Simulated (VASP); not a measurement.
The system is MnS.

```xyz
2
Lattice="0.0000 2.4735 2.4735 2.4735 0.0000 2.4735 2.4735 2.4735 0.0000" Properties=species:S:1:pos:R:3 pbc="T T T"
Mn    0.0000    0.0000    0.0000
S     3.7102    3.7102    3.7102
```

```yaml
Program: VASP 6.6.1
Task: relaxation of cell and atoms
Functional: revPBE
Dispersion: D4
Potentials_or_basis: VASP PAW PBE potentials, release 64 (Mn_pv, S)
Cutoff: 500 eV
k_mesh: 9 × 9 × 9
Occupations: fermi-dirac, width 0.05 eV
Spin: collinear spin, ferromagnetic start
Starting_moments: "[4.0, 0.0] μB"
```

At the start: pressure -4.6 GPa; volume 15.13 Å³/atom.

Problem. Where does the relaxation end?

Solution. Over 3 steps the energy falls by 7.1 meV/atom and the volume is 14.65 Å³/atom (-3.2 %); space group F-43m (No. 216, to 0.05 Å); moment 0.18 μB per cell.

The path:
| step | energy change (eV) | largest force (eV/Å) | pressure (GPa) | volume (Å³) |
| --- | --- | --- | --- | --- |
| 1 | 0.0000 | 0.0000 | -4.62 | 30.27 |
| 2 | 0.0002 | 0.0000 | 5.28 | 28.39 |
| 3 | -0.0142 | 0.0000 | -0.01 | 29.31 |

Final structure:
```
CELL_PARAMETERS angstrom
0.00000 2.44714 2.44714
2.44714 0.00000 2.44714
2.44714 2.44714 0.00000
ATOMIC_POSITIONS crystal
Mn 0.00000 0.00000 0.00000
S 0.75000 0.75000 0.75000
```

Caveat: the PAW data sets were made with another functional, which shifts forces and pressure a little; the moment fell far below its start of 4 μB, so a state of higher moment may lie lower in energy; pairwise dispersion overbinds metals, which lowers pressure and volume.
